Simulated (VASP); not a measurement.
# Ta2N (P-3m1) in VASP: a series of runs

Runs on Ta2N. Level: PBE. Tasks: single point, relaxation of cell and atoms.

Program: VASP 6.6.1. These are calculated values, not measurements. Logs are shortened: lines on timing, memory, paths and dates and some standing lists are left out, and cuts for length are marked.

**1. The cell of the first run**

It takes space group P-3m1 (No. 164, trigonal). Conventional cell: a = 3.113 Å, b = 3.113 Å, c = 4.870 Å, α = 90.00°, β = 90.00°, γ = 120.00°. Ta (site symmetry 3m) has 3 N at 2.18 Å and 12 Ta at 2.99 to 3.11 Å within 3.2 Å. Within 2.9 Å of N (site symmetry -3m) lie 6 Ta at 2.18 Å.

**2. Single point, PBE**

INCAR

```
SYSTEM = Ta2N
ALGO = Normal ; EDIFF = 1E-7
ENCUT = 520 ; GGA = PE
ISIF = 2 ; ISMEAR = 0
LASPH = .TRUE. ; LCHARG = .FALSE.
LREAL = .FALSE. ; LWAVE = .FALSE.
NBANDS = 20 ; NELM = 80
PREC = Accurate ; SIGMA = 0.1
```

KPOINTS

```
k-points
0
G
  6 6 4
  0 0 0
```

POSCAR

```
Ta2N
1.0
    3.1128615060      0.0000000000      0.0000000000
   -1.5564307530      2.6958171426      0.0000000000
    0.0000000000      0.0000000000      4.8698410000
Ta N
2 1
Direct
    0.6666666700      0.3333333300      0.7452890000
    0.3333333300      0.6666666700      0.2547110000
    0.0000000000      0.0000000000      0.0000000000
```

Potentials or basis: VASP PAW PBE potentials, release 64 (Ta_pv, N).

Command:

```bash
$ cat potpaw_PBE.64/Ta_pv/POTCAR potpaw_PBE.64/N/POTCAR > POTCAR
$ mpirun -np 1 vasp_std > vasp.out
```

OUTCAR:

```text
SYSTEM = Ta2N
   EDIFF = 1E-7
   ENCUT = 520
   GGA = PE
   ISIF = 2
   ISMEAR = 0
   LASPH = .TRUE.
   LREAL = .FALSE.
   NELM = 80
   PREC = Accurate

 ion  position               nearest neighbor table
   1  0.667  0.333  0.745-   3 2.18   3 2.18   3 2.18   2 2.99   2 2.99   2 2.99   2 3.06   2 3.06
                             2 3.06
   2  0.333  0.667  0.255-   3 2.18   3 2.18   3 2.18   1 2.99   1 2.99   1 2.99   1 3.06   1 3.06
                             1 3.06
   3  0.000  0.000  0.000-   1 2.18   2 2.18   2 2.18   1 2.18   1 2.18   2 2.18

  LATTYP: Found a hexagonal cell.
 ALAT       =     3.1128615060
 C/A-ratio  =     1.5644258476

  Lattice vectors:

 A1 = (   3.1128615060,   0.0000000000,   0.0000000000)
 A2 = (  -1.5564307530,   2.6958171426,   0.0000000000)
 A3 = (   0.0000000000,   0.0000000000,   4.8698410000)

Analysis of symmetry for initial positions (statically):
=====================================================================
 Subroutine PRICEL returns:
 Original cell was already a primitive cell.

 Routine SETGRP: Setting up the symmetry group for a
 hexagonal supercell.

 Subroutine GETGRP returns: Found 12 space group operations
 (whereof 12 operations were pure point group operations)
 out of a pool of 24 trial point group operations.

The static configuration has the point symmetry D_3d.

Analysis of symmetry for dynamics (positions and initial velocities):
=====================================================================
 Subroutine PRICEL returns:
 Original cell was already a primitive cell.

 Routine SETGRP: Setting up the symmetry group for a
 hexagonal supercell.

 Subroutine GETGRP returns: Found 12 space group operations
 (whereof 12 operations were pure point group operations)
 out of a pool of 24 trial point group operations.

The dynamic configuration has the point symmetry D_3d.

 Subroutine INISYM returns: Found 12 space group operations
 (whereof 12 operations are pure point group operations),
 and found     1 'primitive' translations

----------------------------------------------------------------------------------------

                                     Primitive cell

  volume of cell :      40.8663

  direct lattice vectors                    reciprocal lattice vectors
     3.112861506  0.000000000  0.000000000     0.321247829  0.185472520  0.000000000
    -1.556430753  2.695817143  0.000000000     0.000000000  0.370945041  0.000000000
     0.000000000  0.000000000  4.869841000     0.000000000  0.000000000  0.205345513

  length of vectors
     3.112861506  3.112861506  4.869841000     0.370945041  0.370945041  0.205345513

  position of ions in fractional coordinates (direct lattice)
     0.666666670  0.333333330  0.745289000
     0.333333330  0.666666670  0.254711000
     0.000000000  0.000000000  0.000000000

  ion indices of the primitive-cell ions
   primitive index   ion index
                 1           1
                 2           2
                 3           3

----------------------------------------------------------------------------------------

 KPOINTS: k-points

Automatic generation of k-mesh.
 Grid dimensions read from file:
 generate k-points for:    6    6    4

 Generating k-lattice:

  Cartesian coordinates                     Fractional coordinates (reciprocal lattice)
     0.053541305  0.030912087  0.000000000     0.166666667  0.000000000  0.000000000
     0.000000000  0.061824173  0.000000000     0.000000000  0.166666667  0.000000000
     0.000000000  0.000000000  0.051336378     0.000000000  0.000000000  0.250000000

  Length of vectors
     0.061824173  0.061824173  0.051336378

  Shift w.r.t. Gamma in fractional coordinates (k-lattice)
     0.000000000  0.000000000  0.000000000

 Subroutine IBZKPT returns following result:
 ===========================================

 Found     24 irreducible k-points:

 Following reciprocal coordinates:
            Coordinates               Weight
  0.000000  0.000000  0.000000      1.000000
  0.166667  0.000000  0.000000      6.000000
  0.333333 -0.000000  0.000000      6.000000
  0.500000  0.000000  0.000000      3.000000
  0.166667  0.166667  0.000000      6.000000
  0.333333  0.166667  0.000000     12.000000
[... 16 lines left out ...]
  0.333333  0.166667  0.500000     12.000000
  0.333333  0.333333  0.500000      2.000000
   k-points           NKPTS =     24   k-points in BZ     NKDIM =     24   number of bands    NBANDS=     20
   number of dos      NEDOS =    301   number of ions     NIONS =      3
   total plane-waves  NPLWV =  20736
   dimension x,y,z NGX =    24 NGY =   24 NGZ =   36
   dimension x,y,z NGXF=    48 NGYF=   48 NGZF=   72
   ions per type =               2   1
   NGX,Y,Z   is equivalent  to a cutoff of  12.82, 12.82, 12.29 a.u.
   NGXF,Y,Z  is equivalent  to a cutoff of  25.63, 25.63, 24.58 a.u.
 SYSTEM =  Ta2N
   PREC   = accura    normal or accurate (medium, high low for compatibility)
   ISTART =      0    job   : 0-new  1-cont  2-samecut
   ICHARG =      2    charge: 1-file 2-atom 10-const
   ISPIN  =      1    spin polarized calculation?
   LNONCOLLINEAR =      F non collinear calculations
   LSORBIT =      F    spin-orbit coupling
   LASPH  =      T    aspherical Exc in radial PAW
   ENCUT  =  520.0 eV  38.22 Ry    6.18 a.u.   5.79  5.79  9.05*2*pi/ulx,y,z
   NELM   =     80;   NELMIN=  2; NELMDL= -5     # of ELM steps
   EDIFF  = 0.1E-06   stopping-criterion for ELM
   LREAL  =      F    real-space projection
   EDIFFG = 0.1E-05   stopping-criterion for IOM
   NSW    =      0    number of steps for IOM
   IBRION =     -1    ionic relax: 0-MD 1-quasi-New 2-CG
   NFREE  =      0    steps in history (QN), initial steepest desc. (CG)
   ISIF   =      2    stress and relaxation
   ISYM   =      2    0-nonsym 1-usesym 2-fastsym
   POTIM  = 0.5000    time-step for ionic-motion
   TEBEG  =    0.0;   TEEND  =   0.0 temperature during run
   PSTRESS=    0.0 pullay stress
   NELECT =      27.0000    total number of electrons
   NUPDOWN=      -1.0000    fix difference up-down
   EMIN   =  10.00;   EMAX   =-10.00  energy-range for DOS
   EFERMI =   0.00;   METHOD = LEGACY
   ISMEAR =     0;   SIGMA  =   0.10  broadening in eV -4-tet -1-fermi 0-gaus
   EFERMI_NEDOS =   21; number of points for ismear=-14 and -15
   IALGO  =     38    algorithm
   IMIX   =      4    mixing-type and parameters
     AMIX     =   0.40;   BMIX     =  1.00
     AMIX_MAG =   1.60;   BMIX_MAG =  1.00
  volume/ion in A,a.u.               =      13.62        91.93
  Fermi-wavevector in a.u.,A,eV,Ry     =   1.425852  2.694469 27.661374  2.033054
  Thomas-Fermi vector in A             =   2.546192
   LORBIT       =      0    0 simple, 1 ext, 2 COOP (PROOUT), +10 PAW based schemes
   GGA     = PE    functional components
   LHFCALC =     F    Hartree Fock is set to
   AEXX    =    0.0000 exact exchange contribution
   IVDW    =     0    specifies the selected vdW correction
   LEPSILON=     F    determine dielectric tensor
   LRPA    =     F    only Hartree local field effects (RPA)
 non-spin polarized calculation
 Gauss-broadening in eV      SIGMA  =   0.10
  energy-cutoff  :      520.00
  volume of cell :       40.87
 maximum number of plane-waves:      1112
 NGX is ok and might be reduce to    24
   NGX = 11   NGY = 11   NGZ = 19

 number of electron      26.9999996 magnetization

 Free energy of the ion-electron system (eV)
  ---------------------------------------------------
  ext. energy  EPLUGINS =         0.00000000
  ---------------------------------------------------
  free energy    TOTEN  =       -34.37693219 eV

  energy without entropy =      -34.37081125  energy(sigma->0) =      -34.37387172

 E-fermi :   7.5530     XC(G=0): -12.8467

 val. band max:        7.3575687758   @ k =   0.1667   0.0000   0.0000
 cond. band min:       7.5621977595   @ k =   0.1667   0.0000   0.2500
 fundamental gap:      0.2046289836
 Fermi energy:         7.5530377280

 k-point     1 :       0.0000    0.0000    0.0000
  band No.  band energies     occupation
      1     -28.2226      2.00000
      2     -27.5084      2.00000
      3     -27.5084      2.00000
      4     -27.3831      2.00000
      5     -27.3831      2.00000
      6     -27.2689      2.00000
[... 12 lines left out ...]
     19       8.6230      0.00000
     20      12.3875      0.00000

 k-point     2 :       0.1667    0.0000    0.0000
  band No.  band energies     occupation
      1     -28.1436      2.00000
      2     -27.6606      2.00000
      3     -27.5614      2.00000
      4     -27.5320      2.00000
      5     -27.3972      2.00000
      6     -27.3014      2.00000
[... 12 lines left out ...]
     19      10.4269      0.00000
     20      12.1403      0.00000

 k-point     3 :       0.3333   -0.0000    0.0000
  band No.  band energies     occupation
      1     -27.9915      2.00000
      2     -27.9274      2.00000
      3     -27.8014      2.00000
      4     -27.6563      2.00000
      5     -27.4349      2.00000
      6     -27.4021      2.00000
[... 12 lines left out ...]
     19      11.5875      0.00000
     20      12.8254      0.00000

 k-point     4 :       0.5000    0.0000    0.0000
  band No.  band energies     occupation
      1     -28.1260      2.00000
      2     -27.9274      2.00000
      3     -27.8002      2.00000
      4     -27.7006      2.00000
      5     -27.4998      2.00000
      6     -27.4561      2.00000
[... 12 lines left out ...]
     19      11.7001      0.00000
     20      11.8798      0.00000

 k-point     5 :       0.1667    0.1667    0.0000
  band No.  band energies     occupation
      1     -28.0092      2.00000
      2     -27.8182      2.00000
      3     -27.8054      2.00000
      4     -27.5886      2.00000
      5     -27.4740      2.00000
      6     -27.3693      2.00000
[... 12 lines left out ...]
     19      11.9287      0.00000
     20      12.1839      0.00000

 k-point     6 :       0.3333    0.1667    0.0000
  band No.  band energies     occupation
      1     -28.0558      2.00000
      2     -27.8844      2.00000
      3     -27.8032      2.00000
      4     -27.7353      2.00000
      5     -27.5458      2.00000
      6     -27.4950      2.00000
[... 12 lines left out ...]
     19      12.2001      0.00000
     20      12.7620      0.00000

 k-point     7 :       0.3333    0.3333    0.0000
  band No.  band energies     occupation
      1     -28.0465      2.00000
      2     -27.8278      2.00000
      3     -27.8278      2.00000
      4     -27.6987      2.00000
      5     -27.6379      2.00000
      6     -27.6379      2.00000
[... 12 lines left out ...]
     19      11.2019      0.00000
     20      14.5630      0.00000
[... 277 lines left out ...]
 k-point    20 :       0.3333   -0.0000    0.5000
  band No.  band energies     occupation
      1     -28.0750      2.00000
      2     -28.0025      2.00000
      3     -27.5524      2.00000
      4     -27.5410      2.00000
      5     -27.5314      2.00000
      6     -27.5095      2.00000
[... 12 lines left out ...]
     19      11.5526      0.00000
     20      13.2310      0.00000

 k-point    21 :       0.5000    0.0000    0.5000
  band No.  band energies     occupation
      1     -28.1842      2.00000
      2     -28.1369      2.00000
      3     -27.5833      2.00000
      4     -27.5763      2.00000
      5     -27.5157      2.00000
      6     -27.5008      2.00000
[... 12 lines left out ...]
     19      11.8648      0.00000
     20      13.8582      0.00000

 k-point    22 :       0.1667    0.1667    0.5000
  band No.  band energies     occupation
      1     -27.9977      2.00000
      2     -27.9151      2.00000
      3     -27.6010      2.00000
      4     -27.5911      2.00000
      5     -27.4894      2.00000
      6     -27.4752      2.00000
[... 12 lines left out ...]
     19      11.3640      0.00000
     20      11.6844      0.00000

 k-point    23 :       0.3333    0.1667    0.5000
  band No.  band energies     occupation
      1     -28.1122      2.00000
      2     -28.0661      2.00000
      3     -27.7105      2.00000
      4     -27.7019      2.00000
      5     -27.4613      2.00000
      6     -27.4556      2.00000
[... 12 lines left out ...]
     19      11.9491      0.00000
     20      13.1269      0.00000

 k-point    24 :       0.3333    0.3333    0.5000
  band No.  band energies     occupation
      1     -28.0212      2.00000
      2     -28.0212      2.00000
      3     -27.9003      2.00000
      4     -27.8510      2.00000
      5     -27.4333      2.00000
      6     -27.4333      2.00000
[... 12 lines left out ...]
     19      12.9244      0.00000
     20      13.0021      0.00000

------------------------ aborting loop because EDIFF is reached ----------------------------------------

  FORCE on cell =-STRESS in cart. coord.  units (eV):
  Direction    XX          YY          ZZ          XY          YZ          ZX
  --------------------------------------------------------------------------------------
  -------------------------------------------------------------------------------------
  Total       -0.2379876     -0.2379876     -0.1119768      0.0000000      0.0000000      0.0000000
  in kB       -9.3303910     -9.3303910     -4.3900934      0.0000000      0.0000000      0.0000000
  external PRESSURE =      -7.6836251 kB  Pullay stress =       0.0000000 kB

 VOLUME and BASIS-vectors are now :
 -----------------------------------------------------------------------------
  energy-cutoff  :      520.00
  volume of cell :       40.87
      direct lattice vectors                 reciprocal lattice vectors
     3.112861506  0.000000000  0.000000000     0.321247829  0.185472520  0.000000000
    -1.556430753  2.695817143  0.000000000     0.000000000  0.370945041  0.000000000
     0.000000000  0.000000000  4.869841000     0.000000000  0.000000000  0.205345513

 POSITION                                       TOTAL-FORCE (eV/Angst)
 -----------------------------------------------------------------------------------
      1.55643      0.89861      3.62944         0.000000     -0.000000      0.236310
     -0.00000      1.79721      1.24040        -0.000000      0.000000     -0.236310
      0.00000      0.00000      0.00000         0.000000      0.000000      0.000000
 -----------------------------------------------------------------------------------
    total drift:                               -0.000000     -0.000000      0.000000

  FREE ENERGIE OF THE ION-ELECTRON SYSTEM (eV)
  ---------------------------------------------------
  free  energy   TOTEN  =       -34.3769321877 eV

  energy  without entropy=      -34.3708112528  energy(sigma->0) =      -34.37387172
```

It took 10 s on 1 thread of Intel Xeon Platinum 8488C (Sapphire Rapids), shared host; peak memory 0.16 GiB.

What came out:

```
Free energy            : -34.3769 eV
Pressure               : -0.8 GPa
Largest force          : 0.236 eV/Å
Band gap on the k mesh : zero (an odd number of electrons rules out a gap without spin polarisation)
```

Forces on the atoms (eV/Å):
```
Ta   0.000  0.000  0.236
Ta   0.000  0.000 -0.236
N    0.000  0.000  0.000
```

Stress tensor (GPa, compression positive):
```
-0.93  0.00  0.00
 0.00 -0.93  0.00
 0.00  0.00 -0.44
```

Levels at points of the mesh, in eV from the Fermi level:
| k point | band 9 | band 10 | band 11 | band 12 | band 13 | band 14 | band 15 | band 16 | band 17 | band 18 |
| --- | --- | --- | --- | --- | --- | --- | --- | --- | --- | --- |
| (0.00, 0.00, 0.00) | -6.13 | -6.13 | -5.05 | -0.74 | -0.32 | -0.32 | 0.18 | 0.19 | 0.19 | 1.07 |
| (0.50, 0.00, 0.00) | -6.60 | -6.44 | -4.61 | -2.70 | -1.47 | 1.67 | 1.79 | 3.61 | 3.89 | 4.11 |
| (0.00, 0.00, 0.50) | -6.30 | -6.30 | -2.94 | -2.73 | -1.20 | -1.20 | 1.68 | 1.81 | 2.20 | 2.20 |
| (0.50, 0.00, 0.50) | -6.75 | -6.18 | -3.36 | -2.25 | -2.20 | -0.36 | 0.63 | 3.19 | 3.42 | 3.90 |

Caveat: the k points lie up to 0.39 Å⁻¹ apart, too coarse for converged energies and pressures of a metal; spin-orbit coupling is left out, which moves the levels of the heavy elements.

(Part 1 of 2 ends here.)
